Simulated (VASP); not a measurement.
# Cr5Ru (F-43m) in VASP: notebook

The runs below take Cr5Ru through single point, with PBE.

Program: VASP 6.6.1. These are calculated values, not measurements. Logs are shortened: lines on timing, memory, paths and dates and some standing lists are left out, and cuts for length are marked.

### Step 1. The cell of the first run

Symmetry: F-43m, No. 216, cubic system. The conventional cell has a = 6.645 Å, b = 6.645 Å, c = 6.645 Å, α = 90.00°, β = 90.00°, γ = 90.00°. Cr (site symmetry 3m) has 9 Cr at 2.33 to 2.75 Å and 3 Ru at 2.76 Å within 3.1 Å. Within 3.6 Å of Cr (site symmetry -43m) lie 12 Cr at 2.75 Å and 4 Ru at 2.88 Å. Within 3.6 Å of Ru (site symmetry -43m) lie 16 Cr at 2.76 to 2.88 Å.

### Step 2. Single point, PBE

Contents of INCAR:

```
SYSTEM = Cr5Ru
  PREC = Accurate
  ENCUT = 520
  EDIFF = 1E-6
  ISMEAR = -1
  SIGMA = 0.1
  LREAL = .FALSE.
  LASPH = .TRUE.
  NELM = 60
  ALGO = Normal
  ISIF = 2
  LWAVE = .FALSE.
  LCHARG = .FALSE.
  GGA = PE
  NBANDS = 46
```

Contents of KPOINTS:

```
Automatic mesh
0
G
  5 5 5
  0 0 0
```

Contents of POSCAR:

```
Cr5Ru
1.0
    0.0000000000      3.3225077425      3.3225077425
    3.3225077425      0.0000000000      3.3225077425
    3.3225077425      3.3225077425      0.0000000000
Cr Ru
5 1
Direct
    0.6238405009      0.6238405009      0.6238405009
    0.1284784973      0.6238405009      0.6238405009
    0.6238405009      0.6238405009      0.1284784973
    0.6238405009      0.1284784973      0.6238405009
    0.2500000000      0.2500000000      0.2500000000
    0.0000000000      0.0000000000      0.0000000000
```

Potentials or basis: VASP PAW PBE potentials, release 64 (Cr_pv, Ru_pv).

Run with:

```
$ cat potpaw_PBE.64/Cr_pv/POTCAR potpaw_PBE.64/Ru_pv/POTCAR > POTCAR
$ mpirun -np 1 vasp_std > vasp.out
```

OUTCAR:

```text
SYSTEM = Cr5Ru
   PREC = Accurate
   ENCUT = 520
   EDIFF = 1E-6
   ISMEAR = -1
   LREAL = .FALSE.
   LASPH = .TRUE.
   NELM = 60
   ISIF = 2
   GGA = PE

 ion  position               nearest neighbor table
   1  0.624  0.624  0.624-   2 2.33   3 2.33   4 2.33   2 2.37   4 2.37   3 2.37   5 2.75   5 2.75
                             5 2.75   6 2.76   6 2.76   6 2.76
   2  0.128  0.624  0.624-   1 2.33   3 2.33   4 2.33   4 2.37   3 2.37   1 2.37   5 2.75   5 2.75
                             5 2.75   6 2.76   6 2.76   6 2.76
   3  0.624  0.624  0.128-   1 2.33   2 2.33   4 2.33   4 2.37   2 2.37   1 2.37   5 2.75   5 2.75
                             5 2.75   6 2.76   6 2.76   6 2.76
   4  0.624  0.128  0.624-   1 2.33   2 2.33   3 2.33   2 2.37   3 2.37   1 2.37   5 2.75   5 2.75
                             5 2.75   6 2.76   6 2.76   6 2.76
   5  0.250  0.250  0.250-   2 2.75   4 2.75   2 2.75   3 2.75   3 2.75   4 2.75   1 2.75   1 2.75
                             1 2.75   2 2.75   3 2.75   4 2.75   6 2.88   6 2.88   6 2.88   6 2.88
   6  0.000  0.000  0.000-   2 2.76   4 2.76   3 2.76   1 2.76   1 2.76   1 2.76   4 2.76   3 2.76
                             3 2.76   2 2.76   2 2.76   4 2.76   5 2.88   5 2.88   5 2.88   5 2.88

  LATTYP: Found a face centered cubic cell.
 ALAT       =     6.6450154850

  Lattice vectors:

 A1 = (   0.0000000000,   3.3225077425,   3.3225077425)
 A2 = (   3.3225077425,   0.0000000000,   3.3225077425)
 A3 = (   3.3225077425,   3.3225077425,   0.0000000000)

Analysis of symmetry for initial positions (statically):
=====================================================================
 Subroutine PRICEL returns:
 Original cell was already a primitive cell.

 Routine SETGRP: Setting up the symmetry group for a
 face centered cubic supercell.

 Subroutine GETGRP returns: Found 24 space group operations
 (whereof 24 operations were pure point group operations)
 out of a pool of 48 trial point group operations.

The static configuration has the point symmetry T_d .

Analysis of symmetry for dynamics (positions and initial velocities):
=====================================================================
 Subroutine PRICEL returns:
 Original cell was already a primitive cell.

 Routine SETGRP: Setting up the symmetry group for a
 face centered cubic supercell.

 Subroutine GETGRP returns: Found 24 space group operations
 (whereof 24 operations were pure point group operations)
 out of a pool of 48 trial point group operations.

The dynamic configuration has the point symmetry T_d .

 Subroutine INISYM returns: Found 24 space group operations
 (whereof 24 operations are pure point group operations),
 and found     1 'primitive' translations

----------------------------------------------------------------------------------------

                                     Primitive cell

  volume of cell :      73.3547

  direct lattice vectors                    reciprocal lattice vectors
     0.000000000  3.322507743  3.322507743    -0.150488739  0.150488739  0.150488739
     3.322507743  0.000000000  3.322507743     0.150488739 -0.150488739  0.150488739
     3.322507743  3.322507743  0.000000000     0.150488739  0.150488739 -0.150488739

  length of vectors
     4.698735511  4.698735511  4.698735511     0.260654142  0.260654142  0.260654142

  position of ions in fractional coordinates (direct lattice)
     0.623840501  0.623840501  0.623840501
     0.128478497  0.623840501  0.623840501
     0.623840501  0.623840501  0.128478497
     0.623840501  0.128478497  0.623840501
     0.250000000  0.250000000  0.250000000
     0.000000000  0.000000000  0.000000000

  ion indices of the primitive-cell ions
   primitive index   ion index
                 1           1
                 2           2
                 3           3
                 4           4
                 5           5
                 6           6

----------------------------------------------------------------------------------------

 KPOINTS: Automatic mesh

Automatic generation of k-mesh.
 Grid dimensions read from file:
 generate k-points for:    5    5    5

 Generating k-lattice:

  Cartesian coordinates                     Fractional coordinates (reciprocal lattice)
    -0.030097748  0.030097748  0.030097748     0.200000000  0.000000000  0.000000000
     0.030097748 -0.030097748  0.030097748     0.000000000  0.200000000  0.000000000
     0.030097748  0.030097748 -0.030097748     0.000000000  0.000000000  0.200000000

  Length of vectors
     0.052130828  0.052130828  0.052130828

  Shift w.r.t. Gamma in fractional coordinates (k-lattice)
     0.000000000  0.000000000  0.000000000

 Subroutine IBZKPT returns following result:
 ===========================================

 Found     10 irreducible k-points:

 Following reciprocal coordinates:
            Coordinates               Weight
  0.000000  0.000000  0.000000      1.000000
  0.200000  0.000000  0.000000      8.000000
  0.400000  0.000000  0.000000      8.000000
  0.200000  0.200000  0.000000      6.000000
  0.400000  0.200000  0.000000     24.000000
 -0.400000  0.200000  0.000000     24.000000
 -0.200000  0.200000  0.000000     12.000000
  0.400000  0.400000  0.000000      6.000000
 -0.400000  0.400000  0.000000     12.000000
 -0.400000  0.400000  0.200000     24.000000
   k-points           NKPTS =     10   k-points in BZ     NKDIM =     10   number of bands    NBANDS=     46
   number of dos      NEDOS =    301   number of ions     NIONS =      6
   total plane-waves  NPLWV =  46656
   dimension x,y,z NGX =    36 NGY =   36 NGZ =   36
   dimension x,y,z NGXF=    72 NGYF=   72 NGZF=   72
   ions per type =               5   1
   NGX,Y,Z   is equivalent  to a cutoff of  12.74, 12.74, 12.74 a.u.
   NGXF,Y,Z  is equivalent  to a cutoff of  25.47, 25.47, 25.47 a.u.
 SYSTEM =  Cr5Ru
   PREC   = accura    normal or accurate (medium, high low for compatibility)
   ISTART =      0    job   : 0-new  1-cont  2-samecut
   ICHARG =      2    charge: 1-file 2-atom 10-const
   ISPIN  =      1    spin polarized calculation?
   LNONCOLLINEAR =      F non collinear calculations
   LSORBIT =      F    spin-orbit coupling
   LASPH  =      T    aspherical Exc in radial PAW
   ENCUT  =  520.0 eV  38.22 Ry    6.18 a.u.   8.74  8.74  8.74*2*pi/ulx,y,z
   NELM   =     60;   NELMIN=  2; NELMDL= -5     # of ELM steps
   EDIFF  = 0.1E-05   stopping-criterion for ELM
   LREAL  =      F    real-space projection
[... 7 lines left out ...]
   TEBEG  =    0.0;   TEEND  =   0.0 temperature during run
   PSTRESS=    0.0 pullay stress
   NELECT =      74.0000    total number of electrons
   NUPDOWN=      -1.0000    fix difference up-down
   EMIN   =  10.00;   EMAX   =-10.00  energy-range for DOS
   EFERMI =   0.00;   METHOD = LEGACY
   ISMEAR =    -1;   SIGMA  =   0.10  broadening in eV -4-tet -1-fermi 0-gaus
   EFERMI_NEDOS =   21; number of points for ismear=-14 and -15
   IALGO  =     38    algorithm
   IMIX   =      4    mixing-type and parameters
     AMIX     =   0.40;   BMIX     =  1.00
     AMIX_MAG =   1.60;   BMIX_MAG =  1.00
  volume/ion in A,a.u.               =      12.23        82.50
  Fermi-wavevector in a.u.,A,eV,Ry     =   1.641885  3.102713 36.678400  2.695786
  Thomas-Fermi vector in A             =   2.732280
   LORBIT       =      0    0 simple, 1 ext, 2 COOP (PROOUT), +10 PAW based schemes
   GGA     = PE    functional components
   LHFCALC =     F    Hartree Fock is set to
   AEXX    =    0.0000 exact exchange contribution
   IVDW    =     0    specifies the selected vdW correction
   LEPSILON=     F    determine dielectric tensor
   LRPA    =     F    only Hartree local field effects (RPA)
 non-spin polarized calculation
  energy-cutoff  :      520.00
  volume of cell :       73.35
 maximum number of plane-waves:      1996
   NGX = 17   NGY = 17   NGZ = 17

 number of electron      73.9999958 magnetization

 Free energy of the ion-electron system (eV)
  ---------------------------------------------------
  ext. energy  EPLUGINS =         0.00000000
  ---------------------------------------------------
  free energy    TOTEN  =       -55.92109735 eV

  energy without entropy =      -55.62837932  energy(sigma->0) =      -55.77473833

 E-fermi :  10.6963     XC(G=0): -13.5645

 val. band max:       10.6742594820   @ k =  -0.4000   0.2000   0.0000
 cond. band min:      10.7080095126   @ k =   0.2000   0.0000   0.0000
 fundamental gap:      0.0337500305
 Fermi energy:        10.6962649457

 k-point     1 :       0.0000    0.0000    0.0000
  band No.  band energies     occupation
      1     -33.2120      2.00000
      2     -32.6302      2.00000
      3     -32.6302      2.00000
      4     -32.6302      2.00000
      5     -32.3834      2.00000
      6     -32.3834      2.00000
[... 38 lines left out ...]
     45      12.9594      0.00000
     46      12.9594      0.00000

 k-point     2 :       0.2000    0.0000    0.0000
  band No.  band energies     occupation
      1     -33.1275      2.00000
      2     -32.5950      2.00000
      3     -32.5940      2.00000
      4     -32.5940      2.00000
      5     -32.3851      2.00000
      6     -32.3851      2.00000
[... 38 lines left out ...]
     45      12.7344      0.00000
     46      12.7344      0.00000

 k-point     3 :       0.4000    0.0000    0.0000
  band No.  band energies     occupation
      1     -32.9814      2.00000
      2     -32.5586      2.00000
      3     -32.5586      2.00000
      4     -32.4335      2.00000
      5     -32.3046      2.00000
      6     -32.3046      2.00000
[... 332 lines left out ...]
     45      12.1736      0.00000
     46      12.4735      0.00000

 k-point    10 :      -0.4000    0.4000    0.2000
  band No.  band energies     occupation
      1     -32.7855      2.00000
      2     -32.5650      2.00000
      3     -32.4746      2.00000
      4     -32.4063      2.00000
      5     -32.3848      2.00000
      6     -32.3079      2.00000
[... 38 lines left out ...]
     45      12.2908      0.00000
     46      12.4832      0.00000

------------------------ aborting loop because EDIFF is reached ----------------------------------------

  FORCE on cell =-STRESS in cart. coord.  units (eV):
  Direction    XX          YY          ZZ          XY          YZ          ZX
  --------------------------------------------------------------------------------------
  -------------------------------------------------------------------------------------
  Total       -0.1077088     -0.1077088     -0.1077088     -0.0000000     -0.0000000      0.0000000
  in kB       -2.3525232     -2.3525232     -2.3525232     -0.0000000     -0.0000000      0.0000000
  external PRESSURE =      -2.3525232 kB  Pullay stress =       0.0000000 kB

 VOLUME and BASIS-vectors are now :
 -----------------------------------------------------------------------------
  energy-cutoff  :      520.00
  volume of cell :       73.35
      direct lattice vectors                 reciprocal lattice vectors
     0.000000000  3.322507743  3.322507743    -0.150488739  0.150488739  0.150488739
     3.322507743  0.000000000  3.322507743     0.150488739 -0.150488739  0.150488739
     3.322507743  3.322507743  0.000000000     0.150488739  0.150488739 -0.150488739

 POSITION                                       TOTAL-FORCE (eV/Angst)
 -----------------------------------------------------------------------------------
      4.14543      4.14543      4.14543         0.010962      0.010962      0.010962
      4.14543      2.49959      2.49959         0.010962     -0.010962     -0.010962
      2.49959      2.49959      4.14543        -0.010962     -0.010962      0.010962
      2.49959      4.14543      2.49959        -0.010962      0.010962     -0.010962
      1.66125      1.66125      1.66125         0.000000     -0.000000     -0.000000
      0.00000      0.00000      0.00000         0.000000      0.000000      0.000000
 -----------------------------------------------------------------------------------
    total drift:                               -0.000000     -0.000000     -0.000000

  FREE ENERGIE OF THE ION-ELECTRON SYSTEM (eV)
  ---------------------------------------------------
  free  energy   TOTEN  =       -55.9210973514 eV

  energy  without entropy=      -55.6283793164  energy(sigma->0) =      -55.77473833
```

Run time: 51 s. Hardware: 1 thread of Intel Xeon Platinum 8259CL at 2.50GHz (Skylake/Cascade Lake), shared host; peak memory 0.21 GiB.

What came out:

* Free energy: -55.9211 eV
* Pressure: -0.2 GPa
* Largest force: 0.019 eV/Å
* Band gap on the k mesh: zero (bands 37 and 38 overlap by 0.14 eV)

Forces in eV/Å, atoms in the order of the input:
```
Cr   0.011  0.011  0.011
Cr   0.011 -0.011 -0.011
Cr  -0.011 -0.011  0.011
Cr  -0.011  0.011 -0.011
Cr   0.000  0.000  0.000
Ru   0.000  0.000  0.000
```

Caveat: the run has no spin polarisation, though such a crystal can be magnetic. Spin polarisation is off, so any magnetic state and its effect on volume and gap are missing.

### Step 3. Single point, PBE

Contents of INCAR:

```
SYSTEM = Cr5Ru
PREC = Accurate
ENCUT = 520
EDIFF = 1E-6
ISMEAR = -1
SIGMA = 0.1
LREAL = .False.
LASPH = .True.
NELM = 60
ALGO = Normal
ISIF = 2
LWAVE = .False.
LCHARG = .False.
GGA = PE
NBANDS = 46
```

Contents of KPOINTS:

```
regular mesh
0
Gamma
  5 5 5
  0 0 0
```

Contents of POSCAR:

```
Cr5Ru
1.0
    0.0000000000      3.3225078041      3.3225078041
    3.3225078041      0.0000000000      3.3225078041
    3.3225078041      3.3225078041      0.0000000000
Cr Ru
5 1
Direct
    0.6238404614      0.6238404614      0.6238404614
    0.1284786158      0.6238404614      0.6238404614
    0.6238404614      0.6238404614      0.1284786158
    0.6238404614      0.1284786158      0.6238404614
    0.2500000000      0.2500000000      0.2500000000
    0.0000000000      0.0000000000      0.0000000000
```

Potentials or basis: VASP PAW PBE potentials, release 64 (Cr_pv, Ru_pv).

Run with:

```
$ cat potpaw_PBE.64/Cr_pv/POTCAR potpaw_PBE.64/Ru_pv/POTCAR > POTCAR
$ mpirun -np 1 vasp_std > vasp.out
```

OUTCAR:

```text
SYSTEM = Cr5Ru
   PREC = Accurate
   ENCUT = 520
   EDIFF = 1E-6
   ISMEAR = -1
   LREAL = .False.
   LASPH = .True.
   NELM = 60
   ISIF = 2
   GGA = PE

 ion  position               nearest neighbor table
   1  0.624  0.624  0.624-   2 2.33   3 2.33   4 2.33   2 2.37   4 2.37   3 2.37   5 2.75   5 2.75
                             5 2.75   6 2.76   6 2.76   6 2.76
   2  0.128  0.624  0.624-   1 2.33   3 2.33   4 2.33   4 2.37   3 2.37   1 2.37   5 2.75   5 2.75
                             5 2.75   6 2.76   6 2.76   6 2.76
   3  0.624  0.624  0.128-   1 2.33   2 2.33   4 2.33   4 2.37   2 2.37   1 2.37   5 2.75   5 2.75
                             5 2.75   6 2.76   6 2.76   6 2.76
   4  0.624  0.128  0.624-   1 2.33   2 2.33   3 2.33   2 2.37   3 2.37   1 2.37   5 2.75   5 2.75
                             5 2.75   6 2.76   6 2.76   6 2.76
   5  0.250  0.250  0.250-   2 2.75   3 2.75   4 2.75   1 2.75   2 2.75   4 2.75   1 2.75   2 2.75
                             3 2.75   1 2.75   3 2.75   4 2.75   6 2.88   6 2.88   6 2.88   6 2.88
   6  0.000  0.000  0.000-   1 2.76   3 2.76   4 2.76   1 2.76   2 2.76   3 2.76   2 2.76   4 2.76
                             2 2.76   3 2.76   4 2.76   1 2.76   5 2.88   5 2.88   5 2.88   5 2.88

  LATTYP: Found a face centered cubic cell.
 ALAT       =     6.6450156082
[... 179 lines left out ...]

 k-point     1 :       0.0000    0.0000    0.0000
  band No.  band energies     occupation
      1     -33.2120      2.00000
      2     -32.6302      2.00000
      3     -32.6302      2.00000
      4     -32.6302      2.00000
      5     -32.3834      2.00000
      6     -32.3834      2.00000
[... 479 lines left out ...]
     45      12.2908      0.00000
     46      12.4832      0.00000

------------------------ aborting loop because EDIFF is reached ----------------------------------------

  FORCE on cell =-STRESS in cart. coord.  units (eV):
  Direction    XX          YY          ZZ          XY          YZ          ZX
  --------------------------------------------------------------------------------------
  -------------------------------------------------------------------------------------
  Total       -0.1077147     -0.1077147     -0.1077147      0.0000000      0.0000000     -0.0000000
  in kB       -2.3526502     -2.3526502     -2.3526502      0.0000000      0.0000000     -0.0000000
  external PRESSURE =      -2.3526502 kB  Pullay stress =       0.0000000 kB

 VOLUME and BASIS-vectors are now :
 -----------------------------------------------------------------------------
  energy-cutoff  :      520.00
  volume of cell :       73.35
      direct lattice vectors                 reciprocal lattice vectors
     0.000000000  3.322507804  3.322507804    -0.150488736  0.150488736  0.150488736
     3.322507804  0.000000000  3.322507804     0.150488736 -0.150488736  0.150488736
     3.322507804  3.322507804  0.000000000     0.150488736  0.150488736 -0.150488736

 POSITION                                       TOTAL-FORCE (eV/Angst)
 -----------------------------------------------------------------------------------
      4.14543      4.14543      4.14543         0.010972      0.010972      0.010972
      4.14543      2.49959      2.49959         0.010972     -0.010972     -0.010972
      2.49959      2.49959      4.14543        -0.010972     -0.010972      0.010972
      2.49959      4.14543      2.49959        -0.010972      0.010972     -0.010972
      1.66125      1.66125      1.66125         0.000000      0.000000      0.000000
      0.00000      0.00000      0.00000         0.000000      0.000000      0.000000
 -----------------------------------------------------------------------------------
    total drift:                               -0.000000     -0.000000     -0.000000

  FREE ENERGIE OF THE ION-ELECTRON SYSTEM (eV)
  ---------------------------------------------------
  free  energy   TOTEN  =       -55.9210973097 eV

  energy  without entropy=      -55.6283794771  energy(sigma->0) =      -55.77473839
```

OSZICAR:

```text
N       E                     dE             d eps       ncg     rms          rms(c)
[... 11 lines left out ...]
DAV:  12    -0.559239443749E+02    0.30963E-01   -0.16865E-01  1252   0.374E+00    0.804E-01
DAV:  13    -0.559229034775E+02    0.10409E-02   -0.84149E-03  1068   0.611E-01    0.542E-01
DAV:  14    -0.559218570408E+02    0.10464E-02   -0.24237E-03  1160   0.327E-01    0.343E-01
DAV:  15    -0.559211362128E+02    0.72083E-03   -0.35547E-03  1236   0.408E-01    0.791E-02
DAV:  16    -0.559211242821E+02    0.11931E-04   -0.28109E-04  1222   0.143E-01    0.678E-02
DAV:  17    -0.559210979289E+02    0.26353E-04   -0.18457E-04  1218   0.101E-01    0.179E-02
DAV:  18    -0.559210979755E+02   -0.46648E-07   -0.17728E-05  1206   0.359E-02    0.904E-03
DAV:  19    -0.559210973097E+02    0.66580E-06   -0.11211E-06   588   0.949E-03
   1 F= -.55921097E+02 E0= -.55774738E+02  d E =-.292718E+00
```

It took 50 s on 1 thread of Intel Xeon Platinum 8259CL at 2.50GHz (Skylake/Cascade Lake), shared host; peak memory 0.21 GiB.

Results:

```
Free energy            : -55.9211 eV
Pressure               : -0.2 GPa
Largest force          : 0.019 eV/Å
Band gap on the k mesh : zero (bands 37 and 38 overlap by 0.14 eV)
```

Forces on the atoms (eV/Å):
```
Cr   0.011  0.011  0.011
Cr   0.011 -0.011 -0.011
Cr  -0.011 -0.011  0.011
Cr  -0.011  0.011 -0.011
Cr   0.000  0.000  0.000
Ru   0.000  0.000  0.000
```

Caveat: the run has no spin polarisation, though such a crystal can be magnetic. Spin polarisation is off, so any magnetic state and its effect on volume and gap are missing.
